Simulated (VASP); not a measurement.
Crystal: Cd3S5.

```
Cd S
1.0
     6.82208    0.00000    0.00000
    -3.41104    5.90809    0.00000
     0.00000    0.00000    5.44235
Cd S
3 5
Cartesian
  4.3197 0.0000 2.7212
  -2.1599 3.7410 2.7212
  1.2512 2.1671 2.7212
  0.0000 3.9387 1.1797
  0.0000 3.9387 4.2626
  3.4110 1.9694 4.2626
  3.4110 1.9694 1.1797
  0.0000 0.0000 2.7212
```

```yaml
Program: VASP 6.6.1
Task: relaxation of cell and atoms
Functional: PBE
Potentials_or_basis: VASP PAW PBE potentials, release 64 (Cd, S)
Cutoff: 600 eV
k_mesh: 6 × 6 × 6
Occupations: gaussian, width 0.1 eV
Spin: no spin polarisation
```

At the start: pressure -0.5 GPa; volume 27.42 Å³/atom.

**Question.** Where does the relaxation end?

**Answer.** Over 18 steps the energy falls by 83.2 meV/atom and the volume is 27.31 Å³/atom (-0.4 %); space group P-62m (No. 189, to 0.05 Å).

Step by step:
| step | energy change (eV) | largest force (eV/Å) | pressure (GPa) | volume (Å³) |
| --- | --- | --- | --- | --- |
| 1 | 0.0000 | 0.7335 | -0.55 | 219.36 |
| 2 | -0.4088 | 0.5881 | 0.01 | 216.12 |
| 3 | -0.4335 | 1.1032 | 2.12 | 211.75 |
| 4 | -0.5185 | 0.7027 | 0.49 | 214.51 |
| 5 | -0.5180 | 0.7221 | 1.46 | 212.69 |
| 6 | -0.5418 | 0.7179 | 0.88 | 213.68 |
| 7 | -0.5420 | 0.7189 | 0.96 | 213.52 |
| 8 | -0.6183 | 0.4248 | 0.02 | 218.55 |
| 9 | -0.6241 | 0.4964 | -0.25 | 220.32 |
| 10 | -0.6470 | 0.2788 | -0.78 | 221.44 |
| 11 | -0.6563 | 0.1081 | -0.63 | 221.04 |
| 12 | -0.6640 | 0.0280 | 0.24 | 217.37 |
| 13 | -0.6646 | 0.0017 | 0.05 | 218.13 |
| 14 | -0.6652 | 0.0383 | 0.04 | 218.32 |
| 15 | -0.6652 | 0.0387 | 0.04 | 218.33 |
| 16 | -0.6654 | 0.0153 | -0.04 | 218.64 |
| 17 | -0.6654 | 0.0149 | -0.02 | 218.56 |
| 18 | -0.6654 | 0.0077 | 0.00 | 218.48 |

Final structure:
```
Cd S
1.0
     7.09052    0.00000    0.00000
    -3.54526    6.14057    0.00000
     0.00000    0.00000    5.01792
Cd S
3 5
Direct
  0.65200 0.00000 0.50000
  0.00000 0.65200 0.50000
  0.34800 0.34800 0.50000
  0.33333 0.66667 0.20685
  0.33333 0.66667 0.79316
  0.66667 0.33333 0.79316
  0.66667 0.33333 0.20685
  0.00000 0.00000 0.50000
```
